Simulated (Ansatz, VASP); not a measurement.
## One calculation of Hf2TiN3, two programs

```
CELL_PARAMETERS angstrom
3.16399 0.00000 0.00000
-1.58199 2.74009 0.00000
0.00000 0.00000 7.67369
ATOMIC_POSITIONS crystal
Hf 0.33333 0.66667 0.67576
Hf 0.66667 0.33333 0.32424
Ti 0.00000 0.00000 0.00000
N 0.66667 0.33333 0.84226
N 0.00000 0.00000 0.50000
N 0.33333 0.66667 0.15774
```

Alike in both runs: functional PBE; k mesh 12 × 12 × 6; occupations gaussian, width 0.1 eV; no spin polarisation.

Ansatz relaxed the structure, and its values are those at the end. VASP's run is a single point on that final structure, the one shown.

|  | VASP | Ansatz |
| --- | --- | --- |
| version | VASP 6.6.1 | Ansatz 0.2.0 |
| potentials or method | VASP PAW PBE potentials, release 64 (Hf_pv, Ti_sv, N), cutoff 520 eV | scalar-relativistic, plane waves, PAW |
| valence electrons in the cell | 47 | 79 |

```tsv
	VASP	Ansatz	Ansatz less VASP
gap on the k mesh at the Fermi level (eV)	none	none	-
pressure (GPa)	-1.6	0.0	+1.57
rms of the force components (eV/Å)	0.045	0.000	-0.0451
```

A gap of «none» marks a metal or a gap that the smearing closes. VASP's potentials hold 47 valence electrons a cell and Ansatz's 79, so a difference there can come from the potentials and not from the codes.

Spin-orbit coupling is off throughout.
